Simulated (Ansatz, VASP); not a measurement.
## Two plane-wave programs on Cu

```
Cu
1.0
    -1.45117    1.45117    1.24554
     1.45117   -1.45117    1.24554
     1.45117    1.45117   -1.24554
Cu
1
Direct
  0.00000 0.00000 0.00000
```

Alike in both runs: task single point; functional LDA; k mesh 24 × 24 × 24; occupations gaussian, width 0.15 eV; no spin polarisation.

|  | VASP | Ansatz |
| --- | --- | --- |
| version | VASP 6.6.1 | Ansatz 0.2.0 |
| potentials or method | VASP PAW LDA potentials, release 64 (Cu), cutoff 520 eV | scalar-relativistic, plane waves, PAW |
| valence electrons in the cell | 11 | 19 |

Ansatz gave:

```
gap on the k mesh at the Fermi level (eV)                     : none
pressure (GPa)                                                : 9.3
traceless stress, the component that is largest in VASP (GPa) : 3.89
```

Question: Which values does VASP return?

Answer: gap on the k mesh at the Fermi level (eV): none; pressure (GPa): 10.2; traceless stress, the component that is largest in VASP (GPa): 3.94.

Ansatz warns that its potentials were made for another functional, while VASP's fit it. LDA's correlation is that of Perdew and Zunger in VASP and of Perdew and Wang (1992) in Ansatz. A gap of «none» marks a metal or a gap that the smearing closes. VASP's potentials hold 11 valence electrons a cell and Ansatz's 19, so a difference there can come from the potentials and not from the codes.
